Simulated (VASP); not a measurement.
# SiO2 (Im-3m) in VASP: a series of runs, part 2 of 2

VASP 6.6.1. The steps go on from the part before.

**3. Electric field gradients, r2SCAN**

File POSCAR:

```
SiO2
1.0
   -4.4696193450      4.4696193450      4.4696193450
    4.4696193450     -4.4696193450      4.4696193450
    4.4696193450      4.4696193450     -4.4696193450
Si O
6 12
Direct
    0.5000000000      0.2500000000      0.7500000000
    0.5000000000      0.7500000000      0.2500000000
    0.2500000000      0.7500000000      0.5000000000
    0.7500000000      0.2500000000      0.5000000000
    0.2500000000      0.5000000000      0.7500000000
    0.7500000000      0.5000000000      0.2500000000
    0.3525239400      0.0000000000      0.6474760600
    0.6474760600      0.6474760600      0.2949521200
    0.3525239400      0.6474760600      0.0000000000
    0.3525239400      0.7050478800      0.3525239400
    0.6474760600      0.2949521200      0.6474760600
    0.0000000000      0.3525239400      0.6474760600
    0.7050478800      0.3525239400      0.3525239400
    0.6474760600      0.3525239400      0.0000000000
    0.0000000000      0.6474760600      0.3525239400
    0.2949521200      0.6474760600      0.6474760600
    0.3525239400      0.3525239400      0.7050478800
    0.6474760600      0.0000000000      0.3525239400
```

File INCAR.step1:

```
PREC = Accurate ; ENCUT = 520
ISMEAR = -1 ; SIGMA = 0.02
LREAL = Auto ; LASPH = True
NELM = 60 ; NBANDS = 63
GGA = PE ; ALGO = Normal
EDIFF = 1E-4 ; LWAVE = True
LCHARG = False
```

File INCAR.step2:

```
PREC = Accurate ; ENCUT = 520
EDIFF = 1E-8 ; ISMEAR = -1
SIGMA = 0.02 ; LREAL = Auto
LASPH = True ; NELM = 60
ALGO = Normal ; ISIF = 2
LWAVE = False ; LCHARG = False
METAGGA = R2SCAN ; LMIXTAU = True
LEFG = True ; NBANDS = 63
ISTART = 1
```

File KPOINTS:

```
regular mesh
0
Gamma
  4 4 4
```

Potentials or basis: VASP PAW PBE potentials, release 64 (Si, O).

The run is started by

```bash
$ cat potpaw_PBE.64/Si/POTCAR potpaw_PBE.64/O/POTCAR > POTCAR
$ cp INCAR.step1 INCAR
$ mpirun -np 1 vasp_std > vasp.out
$ cp INCAR.step2 INCAR
$ mpirun -np 1 vasp_std > vasp.out
```

OUTCAR:

```text
PREC = Accurate
   ENCUT = 520
   EDIFF = 1E-8
   ISMEAR = -1
   LREAL = Auto
   LASPH = True
   NELM = 60
   ISIF = 2
   METAGGA = R2SCAN
   ISTART = 1

 ion  position               nearest neighbor table
   1  0.500  0.250  0.750-  11 1.61  17 1.61   7 1.61  14 1.61
   2  0.500  0.750  0.250-   8 1.61  10 1.61  18 1.61   9 1.61
   3  0.250  0.750  0.500-  10 1.61  16 1.61  15 1.61   7 1.61
   4  0.750  0.250  0.500-  11 1.61  13 1.61  12 1.61  18 1.61
   5  0.250  0.500  0.750-  16 1.61  17 1.61  12 1.61   9 1.61
   6  0.750  0.500  0.250-   8 1.61  13 1.61  15 1.61  14 1.61
   7  0.353  0.000  0.647-   1 1.61   3 1.61
   8  0.647  0.647  0.295-   2 1.61   6 1.61
   9  0.353  0.647  0.000-   2 1.61   5 1.61
  10  0.353  0.705  0.353-   2 1.61   3 1.61
  11  0.647  0.295  0.647-   1 1.61   4 1.61
  12  0.000  0.353  0.647-   5 1.61   4 1.61
  13  0.705  0.353  0.353-   4 1.61   6 1.61
  14  0.647  0.353  0.000-   1 1.61   6 1.61
  15  0.000  0.647  0.353-   6 1.61   3 1.61
  16  0.295  0.647  0.647-   3 1.61   5 1.61
  17  0.353  0.353  0.705-   1 1.61   5 1.61
  18  0.647  0.000  0.353-   2 1.61   4 1.61

  LATTYP: Found a body centered cubic cell.
 ALAT       =     8.9392386900

  Lattice vectors:

 A1 = (  -4.4696193450,   4.4696193450,   4.4696193450)
 A2 = (   4.4696193450,  -4.4696193450,   4.4696193450)
 A3 = (   4.4696193450,   4.4696193450,  -4.4696193450)

Analysis of symmetry for initial positions (statically):
=====================================================================
 Subroutine PRICEL returns:
 Original cell was already a primitive cell.

 Routine SETGRP: Setting up the symmetry group for a
 body centered cubic supercell.

 Subroutine GETGRP returns: Found 48 space group operations
[... 704 lines left out ...]
  energy-cutoff  :      520.00
  volume of cell :      357.17
      direct lattice vectors                 reciprocal lattice vectors
    -4.469619345  4.469619345  4.469619345     0.000000000  0.111866350  0.111866350
     4.469619345 -4.469619345  4.469619345     0.111866350  0.000000000  0.111866350
     4.469619345  4.469619345 -4.469619345     0.111866350  0.111866350  0.000000000

 POSITION                                       TOTAL-FORCE (eV/Angst)
 -----------------------------------------------------------------------------------
      2.23481      4.46962      0.00000        -0.000000     -0.000000     -0.000000
      2.23481      0.00000      4.46962        -0.000000     -0.000000     -0.000000
      4.46962      0.00000      2.23481        -0.000000     -0.000000     -0.000000
      0.00000      4.46962      2.23481        -0.000000     -0.000000     -0.000000
      4.46962      2.23481      0.00000        -0.000000     -0.000000     -0.000000
      0.00000      2.23481      4.46962        -0.000000     -0.000000     -0.000000
[... 10 lines left out ...]
      3.15130      3.15130     -0.00000        -0.012056     -0.012056     -0.000000
     -1.31832      4.46962      1.31832        -0.012056     -0.000000      0.012056
 -----------------------------------------------------------------------------------
    total drift:                               -0.000000      0.000000     -0.000000

  FREE ENERGIE OF THE ION-ELECTRON SYSTEM (eV)
  ---------------------------------------------------
  free  energy   TOTEN  =      -178.5707377245 eV

  energy  without entropy=     -178.5707377245  energy(sigma->0) =     -178.57073772

 Electric field gradients (V/A^2)
---------------------------------------------------------------------
 ion       V_xx      V_yy      V_zz      V_xy      V_xz      V_yz
---------------------------------------------------------------------
   1      -7.453     3.726     3.726    -0.000    -0.000    -0.000
   2      -7.453     3.726     3.726    -0.000    -0.000    -0.000
   3       3.726     3.726    -7.453    -0.000    -0.000    -0.000
   4       3.726     3.726    -7.453    -0.000    -0.000    -0.000
   5       3.726    -7.453     3.726    -0.000    -0.000    -0.000
   6       3.726    -7.453     3.726    -0.000    -0.000    -0.000
[... 10 lines left out ...]
  17      24.630    24.630   -49.259   -67.487    -0.001    -0.001
  18      24.630   -49.260    24.630    -0.000    67.486    -0.000
---------------------------------------------------------------------

 Electric field gradients after diagonalization (V/A^2)
 (convention: |V_zz| > |V_xx| > |V_yy|)
----------------------------------------------------------------------
 ion       V_xx      V_yy      V_zz     asymmetry (V_yy - V_xx)/ V_zz
----------------------------------------------------------------------
   1       3.726     3.726    -7.453       0.000
   2       3.726     3.726    -7.453       0.000
   3       3.726     3.726    -7.453       0.000
   4       3.726     3.726    -7.453       0.000
   5       3.726     3.726    -7.453       0.000
   6       3.726     3.726    -7.453       0.000
[... 10 lines left out ...]
  17     -49.259   -42.857    92.116       0.070
  18     -49.260   -42.856    92.116       0.070
----------------------------------------------------------------------

           NMR quadrupolar parameters

 Cq : quadrupolar parameter    Cq=e*Q*V_zz/h
 eta: asymmetry parameters     (V_yy - V_xx)/ V_zz
 Q  : nuclear electric quadrupole moment in mb (millibarn)
----------------------------------------------------------------------
 ion       Cq(MHz)       eta       Q (mb)
----------------------------------------------------------------------
   1      -0.018       0.000       1.000
   2      -0.018       0.000       1.000
   3      -0.018       0.000       1.000
   4      -0.018       0.000       1.000
   5      -0.018       0.000       1.000
   6      -0.018       0.000       1.000
[... 10 lines left out ...]
  17       0.223       0.070       1.000
  18       0.223       0.070       1.000
----------------------------------------------------------------------
```

OUTCAR.step1:

```text
PREC = Accurate
   ENCUT = 520
   ISMEAR = -1
   LREAL = Auto
   LASPH = True
[... 759 lines left out ...]
      4.46962      2.23481      0.00000         0.000000     -0.000000      0.000000
      0.00000      2.23481      4.46962         0.000000     -0.000000      0.000000
[... 10 lines left out ...]
      3.15130      3.15130     -0.00000        -0.151425     -0.151425      0.000000
     -1.31832      4.46962      1.31832        -0.151425     -0.000000      0.151425
 -----------------------------------------------------------------------------------
    total drift:                               -0.000000      0.000000     -0.000000

  FREE ENERGIE OF THE ION-ELECTRON SYSTEM (eV)
  ---------------------------------------------------
  free  energy   TOTEN  =      -142.2379154827 eV

  energy  without entropy=     -142.2379154827  energy(sigma->0) =     -142.23791548
```

OSZICAR.step1:

```text
N       E                     dE             d eps       ncg     rms          rms(c)
DAV:   1     0.770918178259E+03    0.77092E+03   -0.46838E+04  1008   0.134E+03
DAV:   2    -0.805795220914E+02   -0.85150E+03   -0.82009E+03  1327   0.326E+02
DAV:   3    -0.161366896697E+03   -0.80787E+02   -0.80451E+02  1195   0.110E+02
DAV:   4    -0.162830137810E+03   -0.14632E+01   -0.14589E+01  1240   0.163E+01
DAV:   5    -0.162864654642E+03   -0.34517E-01   -0.34489E-01  1216   0.241E+00    0.369E+01
DAV:   6    -0.142461046644E+03    0.20404E+02   -0.82466E+01  1125   0.345E+01    0.171E+01
DAV:   7    -0.142355474030E+03    0.10557E+00   -0.25048E+00  1280   0.521E+00    0.632E+00
DAV:   8    -0.142254705277E+03    0.10077E+00   -0.14190E-01  1216   0.185E+00    0.235E+00
DAV:   9    -0.142224190887E+03    0.30514E-01   -0.79672E-02  1240   0.126E+00    0.537E-01
DAV:  10    -0.142234020795E+03   -0.98299E-02   -0.12626E-02  1114   0.399E-01    0.242E-01
DAV:  11    -0.142236163306E+03   -0.21425E-02   -0.80603E-03  1130   0.368E-01    0.154E-01
DAV:  12    -0.142237768168E+03   -0.16049E-02   -0.11557E-03  1078   0.157E-01    0.236E-02
DAV:  13    -0.142237889254E+03   -0.12109E-03   -0.45198E-05   739   0.385E-02    0.105E-02
DAV:  14    -0.142237915483E+03   -0.26229E-04   -0.13051E-05   694   0.173E-02
   1 F= -.14223792E+03 E0= -.14223792E+03  d E =-.736570E-12
```

It took 40 min on 1 thread of Intel Xeon 8259CL, shared host; peak memory 0.59 GiB.

What came out:

```yaml
Free_energy: -178.5707 eV
Pressure: 0.2 GPa
Largest_force: 0.017 eV/Å
Band_gap_on_the_k_mesh: 6.24 eV
Largest_electric_field_gradient_by_atom: Si -7.5; O +92.1 V/Å²
```

Forces on the atoms (eV/Å):
```
Si   0.000  0.000  0.000
Si   0.000  0.000  0.000
Si   0.000  0.000  0.000
Si   0.000  0.000  0.000
Si   0.000  0.000  0.000
Si   0.000  0.000  0.000
O    0.012  0.000 -0.012
O    0.012  0.012  0.000
O    0.012 -0.012  0.000
O   -0.012  0.000 -0.012
O    0.012  0.000  0.012
O    0.000  0.012 -0.012
O    0.000 -0.012 -0.012
O   -0.012  0.012  0.000
O    0.000 -0.012  0.012
O    0.000  0.012  0.012
O   -0.012 -0.012  0.000
O   -0.012  0.000  0.012
```

Levels at points of the mesh, in eV from the valence-band top:
```
           k point  band 44  band 45  band 46  band 47  band 48  band 49  band 50  band 51  band 52  band 53
(0.00, 0.00, 0.00)    -0.90    -0.47    -0.47    -0.47     0.00     6.24     9.43     9.43     9.43     9.57
(0.50, 0.00, 0.00)    -0.77    -0.51    -0.42    -0.39    -0.13     7.45     7.56     9.17     9.27     9.37
(0.50, 0.50, 0.50)    -0.75    -0.75    -0.13    -0.13    -0.13     8.15     8.34     8.34     8.76     8.76
```

Electric field gradients, principal values (V/Å²):
| atom | least | middle | greatest (by size) |
| --- | --- | --- | --- |
| 1 Si | 3.726 | 3.726 | -7.453 |
| 2 Si | 3.726 | 3.726 | -7.453 |
| 3 Si | 3.726 | 3.726 | -7.453 |
| 4 Si | 3.726 | 3.726 | -7.453 |
| 5 Si | 3.726 | 3.726 | -7.453 |
| 6 Si | 3.726 | 3.726 | -7.453 |
| 7 O | -42.856 | -49.260 | 92.116 |
| 8 O | -42.857 | -49.259 | 92.116 |
| 9 O | -42.856 | -49.260 | 92.116 |
| 10 O | -42.857 | -49.259 | 92.116 |
| 11 O | -42.857 | -49.259 | 92.116 |
| 12 O | -42.856 | -49.260 | 92.116 |
| 13 O | -42.857 | -49.259 | 92.116 |
| 14 O | -42.856 | -49.260 | 92.116 |
| 15 O | -42.856 | -49.260 | 92.116 |
| 16 O | -42.857 | -49.259 | 92.116 |
| 17 O | -42.857 | -49.259 | 92.116 |
| 18 O | -42.856 | -49.260 | 92.116 |

Caveat: without QUAD_EFG the Cq values of the log hold for a quadrupole moment of 1 mb, not for the nuclei; the PAW data sets were made with another functional, which shifts forces and pressure a little. A k mesh can miss the band edges.
